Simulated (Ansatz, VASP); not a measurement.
# Two plane-wave programs on Bi2Te2O3

```
Bi Te O
1.0
     4.36314    0.00000    0.00000
    -2.18157    3.77859    0.00000
     0.00000    0.00000   11.94389
Bi Te O
2 2 3
Direct
  0.00000 0.00000 0.23652
  0.00000 0.00000 0.76348
  0.00000 0.00000 0.50000
  0.00000 0.00000 0.00000
  0.50000 0.00000 0.50000
  0.00000 0.50000 0.50000
  0.50000 0.50000 0.50000
```

Alike in both runs: functional PBE; k mesh 3 × 3 × 2; occupations gaussian, width 0.15 eV; no spin polarisation.

Ansatz relaxed the structure, and its values are those at the end. VASP's run is a single point on that final structure, the one shown.

```csv
,VASP,Ansatz
version,VASP 6.6.1,Ansatz 0.2.0
potentials or method,"VASP PAW PBE potentials, release 64 (Bi_d, Te, O), cutoff 520 eV","scalar-relativistic, plane waves, PAW"
valence electrons in the cell,60,80
```

|  | VASP | Ansatz | Ansatz less VASP |
| --- | --- | --- | --- |
| gap on the k mesh at the Fermi level (eV) | none | none | - |
| pressure (GPa) | -0.3 | -0.1 | +0.21 |
| rms of the force components (eV/Å) | 0.004 | 0.005 | +0.0014 |

A gap of «none» marks a metal or a gap that the smearing closes. VASP's potentials hold 60 valence electrons a cell and Ansatz's 80, so a difference there can come from the potentials and not from the codes.

The k mesh is coarse, so the values compare programs but aren't converged. Spin-orbit coupling is off throughout.
